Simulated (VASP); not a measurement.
Set up this calculation in VASP 6.6.1, as the native input.

- Task: single point
- Functional: PBE
- Potentials or basis: VASP PAW PBE potentials, release 64 (Ga_d, N)
- Cutoff: 520 eV
- k mesh: 8 × 6 × 6
- Occupations: gaussian, width 0.05 eV
- Spin: no spin polarisation
- Dipole correction: no
- Further INCAR settings: ALGO = Normal; EDIFF = 1e-07; NBANDS = 46

The structure of GaN lies in POSCAR:

```
GaN
1.0
   -3.2185392732      0.0000000000      0.0000000000
    0.0000000000      0.0000000000     -5.2433778863
    0.0000000001     -5.5746735474      0.0000000000
Ga N
4 4
Direct
    0.5000000000      0.0078256254      0.1800656756
    0.0000000000     -0.0030950878      0.6532654383
    0.0000000000      0.4969049122      0.3467345617
    0.5000000000      0.5078256254      0.8199343244
    0.5000000000      0.6142908187      0.1689248565
    0.0000000000      0.6190302768      0.6643944090
    0.0000000000      0.1190302768      0.3356055910
    0.5000000000      0.1142908187      0.8310751435
```

This cell differs from its parent crystal: mode 11 frozen in at -0.080 Å and mode 13 at +0.039 Å (largest displacements).

These files were run (other wordings do the same):

INCAR

```
SYSTEM = GaN
ALGO = Normal ; EDIFF = 1E-7
ENCUT = 520 ; GGA = PE
ISIF = 2 ; ISMEAR = 0
LASPH = .True. ; LCHARG = .False.
LREAL = .False. ; LWAVE = .False.
NBANDS = 46 ; NELM = 100
PREC = Accurate ; SIGMA = 0.05
```

KPOINTS

```
k-points
0
Gamma
  8 6 6
  0 0 0
```

Potentials or basis: VASP PAW PBE potentials, release 64 (Ga_d, N).

Command:

```sh
$ cat potpaw_PBE.64/Ga_d/POTCAR potpaw_PBE.64/N/POTCAR > POTCAR
$ mpirun -np 1 vasp_std > vasp.out
```

Results of the run:

```yaml
Pressure: 1.2 GPa
Largest_force: 2.028 eV/Å
Band_gap_on_the_k_mesh: 1.61 eV, direct
```

Caveat: the cell differs from its parent crystal (mode 11 frozen in at -0.080 Å and mode 13 at +0.039 Å (largest displacements)); forces of over 1 eV/Å act on the atoms, so gaps and moduli don't describe the material at rest.

Run time: 2.4 min on 1 thread of Intel(R) Xeon(R) 6975P-C (Granite Rapids), with other jobs on the host, peak memory 0.36 GiB.
